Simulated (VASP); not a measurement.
# Sr (Cmcm) in VASP: a series of runs, part 2 of 2

VASP 6.6.1. The steps go on from the part before.

## Step 3: Single point, LDA

This run uses another cell than the first one, of 45.51 Å³/atom.

File INCAR:

```
SYSTEM = Sr
ALGO = Fast ; EDIFF = 1E-6
ENCUT = 520 ; ISIF = 2
ISMEAR = 0 ; LASPH = .True.
LCHARG = .False. ; LREAL = .False.
LWAVE = .False. ; NBANDS = 17
NELM = 80 ; PREC = Accurate
SIGMA = 0.15
```

File KPOINTS:

```
k-points
0
Gamma
  12 12 8
  0 0 0
```

File POSCAR:

```
Sr
1.0
    3.8152827013      0.0000000000      0.0000000000
   -1.9076413507      3.5528298300      0.0000000000
    0.0000000000      0.0000000000      6.7154259278
Sr
2
Direct
    0.3333333333      0.6666666667      0.2500000000
    0.6666666667      0.3333333333      0.7500000000
```

Potentials or basis: VASP PAW LDA potentials, release 64 (Sr_sv).

Command:

```
cat potpaw_LDA.64/Sr_sv/POTCAR > POTCAR
mpirun -np 1 vasp_std > vasp.out
```

OUTCAR:

```text
SYSTEM = Sr
   EDIFF = 1E-6
   ENCUT = 520
   ISIF = 2
   ISMEAR = 0
   LASPH = .True.
   LREAL = .False.
   NELM = 80
   PREC = Accurate

 ion  position               nearest neighbor table
   1  0.333  0.667  0.250-   2 4.04   2 4.04   2 4.04   2 4.04   2 4.11   2 4.11
   2  0.667  0.333  0.750-   1 4.04   1 4.04   1 4.04   1 4.04   1 4.11   1 4.11

  LATTYP: Found a base centered orthorhombic cell.
 ALAT       =     3.8152827013
 B/A-ratio  =     1.8624202232
 C/A-ratio  =     1.7601384887

  Lattice vectors:

 A1 = (   1.9076413507,  -3.5528298300,   0.0000000000)
 A2 = (   1.9076413506,   3.5528298300,   0.0000000000)
 A3 = (   0.0000000000,   0.0000000000,   6.7154259278)

Analysis of symmetry for initial positions (statically):
=====================================================================
 Subroutine PRICEL returns:
 Original cell was already a primitive cell.

 Routine SETGRP: Setting up the symmetry group for a
 base centered orthorhombic supercell.

 Subroutine GETGRP returns: Found  8 space group operations
 (whereof  4 operations were pure point group operations)
 out of a pool of  8 trial point group operations.

The static configuration has the point symmetry C_2h.
 The point group associated with its full space group is D_2h.

Analysis of symmetry for dynamics (positions and initial velocities):
=====================================================================
 Subroutine PRICEL returns:
 Original cell was already a primitive cell.

 Routine SETGRP: Setting up the symmetry group for a
 base centered orthorhombic supercell.

 Subroutine GETGRP returns: Found  8 space group operations
 (whereof  4 operations were pure point group operations)
 out of a pool of  8 trial point group operations.

The dynamic configuration has the point symmetry C_2h.
 The point group associated with its full space group is D_2h.

 Subroutine INISYM returns: Found  8 space group operations
 (whereof  4 operations are pure point group operations),
 and found     1 'primitive' translations
[... 108 lines left out ...]
   EMIN   =  10.00;   EMAX   =-10.00  energy-range for DOS
   EFERMI =   0.00;   METHOD = LEGACY
   ISMEAR =     0;   SIGMA  =   0.15  broadening in eV -4-tet -1-fermi 0-gaus
   EFERMI_NEDOS =   21; number of points for ismear=-14 and -15
   IALGO  =     68    algorithm
   IMIX   =      4    mixing-type and parameters
     AMIX     =   0.40;   BMIX     =  1.00
     AMIX_MAG =   1.60;   BMIX_MAG =  1.00
  volume/ion in A,a.u.               =      45.51       307.14
  Fermi-wavevector in a.u.,A,eV,Ry     =   0.987855  1.866776 13.277351  0.975858
  Thomas-Fermi vector in A             =   2.119339
   LORBIT       =      0    0 simple, 1 ext, 2 COOP (PROOUT), +10 PAW based schemes
   GGA     = CA    functional components
   LHFCALC =     F    Hartree Fock is set to
   AEXX    =    0.0000 exact exchange contribution
   IVDW    =     0    specifies the selected vdW correction
   LEPSILON=     F    determine dielectric tensor
   LRPA    =     F    only Hartree local field effects (RPA)
 non-spin polarized calculation
 RMM-DIIS sequential band-by-band and
 Gauss-broadening in eV      SIGMA  =   0.15
  energy-cutoff  :      520.00
  volume of cell :       91.03
 maximum number of plane-waves:      2475
   NGX = 15   NGY = 15   NGZ = 25

 number of electron      20.0000000 magnetization

 Free energy of the ion-electron system (eV)
  ---------------------------------------------------
  ext. energy  EPLUGINS =         0.00000000
  ---------------------------------------------------
  free energy    TOTEN  =        -3.74950466 eV

  energy without entropy =       -3.72165964  energy(sigma->0) =       -3.73558215

 E-fermi :   2.0724     XC(G=0):  -8.1714

 val. band max:        2.0710421770   @ k =   0.5000   0.1667   0.0000
 cond. band min:       2.0730020217   @ k =   0.1667   0.3333   0.0000
 fundamental gap:      0.0019598447
 Fermi energy:         2.0723545845

 k-point     1 :       0.0000    0.0000    0.0000
  band No.  band energies     occupation
      1     -34.0033      2.00000
      2     -33.9740      2.00000
      3     -16.2902      2.00000
      4     -15.9783      2.00000
      5     -15.9518      2.00000
      6     -15.9373      2.00000
[... 457 lines left out ...]
      4     -16.2598      2.00000
      5     -16.1058      2.00000
      6     -16.0917      2.00000
[... 9 lines left out ...]
     16       6.5273      0.00000
     17       6.8249      0.00000

 [... further k-points ...]
[... 5 lines left out ...]
  --------------------------------------------------------------------------------------
  -------------------------------------------------------------------------------------
  Total        1.3634636      0.2155768      0.1441163     -0.0000000      0.0000000      0.0000000
  in kB       23.9982429      3.7943539      2.5365818     -0.0000000      0.0000000      0.0000000
  external PRESSURE =      10.1097262 kB  Pullay stress =       0.0000000 kB

 VOLUME and BASIS-vectors are now :
 -----------------------------------------------------------------------------
  energy-cutoff  :      520.00
  volume of cell :       91.03
      direct lattice vectors                 reciprocal lattice vectors
     3.815282701  0.000000000  0.000000000     0.262103775  0.140732887  0.000000000
    -1.907641351  3.552829830  0.000000000     0.000000000  0.281465775  0.000000000
     0.000000000  0.000000000  6.715425928     0.000000000  0.000000000  0.148910882

 POSITION                                       TOTAL-FORCE (eV/Angst)
 -----------------------------------------------------------------------------------
     -0.00000      2.36855      1.67886        -0.000000      0.072638     -0.000000
      1.90764      1.18428      5.03657         0.000000     -0.072638      0.000000
 -----------------------------------------------------------------------------------
    total drift:                                0.000000     -0.000000     -0.000000

  FREE ENERGIE OF THE ION-ELECTRON SYSTEM (eV)
  ---------------------------------------------------
  free  energy   TOTEN  =        -3.7495046579 eV

  energy  without entropy=       -3.7216596436  energy(sigma->0) =       -3.73558215
```

stdout:

```text
POSCAR found type information on POSCAR Sr
 POSCAR found :  1 types and       2 ions
 scaLAPACK will be used
 LDA part: xc-table for (Slater(with rela. corr.)+CA(PZ))
 , standard interpolation
 POSCAR, INCAR and KPOINTS ok, starting setup
 FFT: planning ... GRIDC
 FFT: planning ... GRID_SOFT
 FFT: planning ... GRID
 WAVECAR not read
 entering main loop
WARNING in EDDRMM: call to ZHEGV failed, returncode =   6  3     10
WARNING in EDDRMM: call to ZHEGV failed, returncode =   8  4     10
WARNING in EDDRMM: call to ZHEGV failed, returncode =   8  4     10
WARNING in EDDRMM: call to ZHEGV failed, returncode =   8  4     13
```

Run time: 7.3 min. Hardware: 1 thread of Intel Xeon Platinum 8259CL at 2.50GHz (Skylake/Cascade Lake), shared host; peak memory 0.37 GiB.

What came out:

```
Free energy            : -3.7495 eV
Pressure               : 1.0 GPa
Largest force          : 0.073 eV/Å
Band gap on the k mesh : zero (bands 10 and 11 overlap by 0.30 eV)
```

Forces on the atoms (eV/Å):
```
Sr   0.000  0.073  0.000
Sr   0.000 -0.073  0.000
```

Stress tensor (GPa, compression positive):
```
2.40 0.00 0.00
0.00 0.38 0.00
0.00 0.00 0.25
```

Levels at points of the mesh, in eV from the Fermi level:
```
           k point  band 6  band 7  band 8  band 9  band 10  band 11  band 12  band 13  band 14  band 15
(0.00, 0.00, 0.00)  -18.01  -18.01  -17.98   -3.90    -1.35     0.31     2.07     2.20     2.54     2.94
(0.50, 0.00, 0.00)  -18.14  -18.08  -18.07   -1.00    -0.42    -0.10     0.41     1.47     2.19     2.32
(0.00, 0.50, 0.00)  -18.09  -18.07  -18.03   -1.22    -0.56    -0.14     0.26     1.34     1.88     2.83
(0.00, 0.00, 0.50)  -18.03  -18.00  -18.00   -2.84    -2.84     1.20     1.20     2.13     2.13     2.92
(0.50, 0.00, 0.50)  -18.11  -18.09  -18.09   -0.89    -0.89     0.55     0.55     1.51     1.51     3.27
(0.00, 0.50, 0.50)  -18.11  -18.06  -18.06   -1.03    -1.03     0.38     0.38     1.32     1.32     3.77
```

## Step 4: Single point, LDA

This run uses another cell than the first one, of 51.23 Å³/atom.

File INCAR:

```
PREC = Accurate
ENCUT = 520
EDIFF = 1E-6
ISMEAR = 0
SIGMA = 0.15
LREAL = False
LASPH = True
NELM = 80
ALGO = Fast
ISIF = 2
LWAVE = False
LCHARG = False
GGA = CA
NBANDS = 17
```

File KPOINTS:

```
Automatic mesh
0
Gamma
  12 12 8
```

File POSCAR:

```
Sr
1.0
    4.2940391435      0.0000000000      0.0000000000
   -2.1470195718      3.5528298300      0.0000000000
    0.0000000000      0.0000000000      6.7154259278
Sr
2
Direct
    0.3333333333      0.6666666667      0.2500000000
    0.6666666667      0.3333333333      0.7500000000
```

Command:

```
cat potpaw_LDA.64/Sr_sv/POTCAR > POTCAR
mpirun -np 1 vasp_std > vasp.out
```

It took 4.3 min on 1 thread of Intel Xeon Platinum 8259CL at 2.50GHz (Skylake/Cascade Lake), shared host; peak memory 0.42 GiB.

The run converged. Its results:

| Item | Value |
| --- | --- |
| Free energy | -3.7770 eV |
| Pressure | -0.6 GPa |
| Largest force | 0.046 eV/Å |
| Band gap on the k mesh | zero (bands 10 and 11 overlap by 0.19 eV) |

Forces in eV/Å, atoms in the order of the input:
```
Sr   0.000 -0.046  0.000
Sr   0.000  0.046  0.000
```

Stress tensor (GPa, compression positive):
```
-1.14  0.00  0.00
 0.00 -0.37  0.00
 0.00  0.00 -0.21
```

Levels at points of the mesh, in eV from the Fermi level:
| k point | band 7 | band 8 | band 9 | band 10 | band 11 | band 12 | band 13 | band 14 |
| --- | --- | --- | --- | --- | --- | --- | --- | --- |
| (0.00, 0.00, 0.00) | -18.30 | -18.29 | -3.78 | -1.17 | 0.30 | 2.01 | 2.38 | 2.48 |
| (0.50, 0.00, 0.00) | -18.36 | -18.32 | -1.24 | -0.57 | 0.00 | 0.17 | 1.36 | 1.97 |
| (0.00, 0.50, 0.00) | -18.37 | -18.34 | -1.10 | -0.45 | 0.02 | 0.19 | 1.48 | 1.89 |
| (0.00, 0.00, 0.50) | -18.31 | -18.31 | -2.74 | -2.74 | 1.32 | 1.32 | 2.01 | 2.01 |
| (0.50, 0.00, 0.50) | -18.35 | -18.35 | -0.94 | -0.94 | 0.29 | 0.29 | 1.32 | 1.32 |
| (0.00, 0.50, 0.50) | -18.36 | -18.36 | -0.84 | -0.84 | 0.41 | 0.41 | 1.37 | 1.37 |

## Step 5: Summary

```csv
cell,gap on the mesh (eV),pressure (GPa),largest force (eV/Å)
"a = 4.390, b = 4.176, c = 6.715 Å, angles 90.0, 90.0, 121.7°, 2 atoms",none,-0.8,0.07
"a = 3.815, b = 4.033, c = 6.715 Å, angles 90.0, 90.0, 118.2°, 2 atoms",none,1.0,0.07
"a = 4.294, b = 4.151, c = 6.715 Å, angles 90.0, 90.0, 121.1°, 2 atoms",none,-0.6,0.05
```

Alike in all rows: task single point; level LDA; potentials or basis VASP PAW LDA potentials, release 64 (Sr_sv); no spin polarisation; k mesh 12 × 12 × 8; cutoff (eV) 520; smearing gaussian 0.15 eV.

Absolute energies hang on the potentials; compare differences alone.

The gap in the log of VASP goes by the Fermi energy; the results here count the filled bands.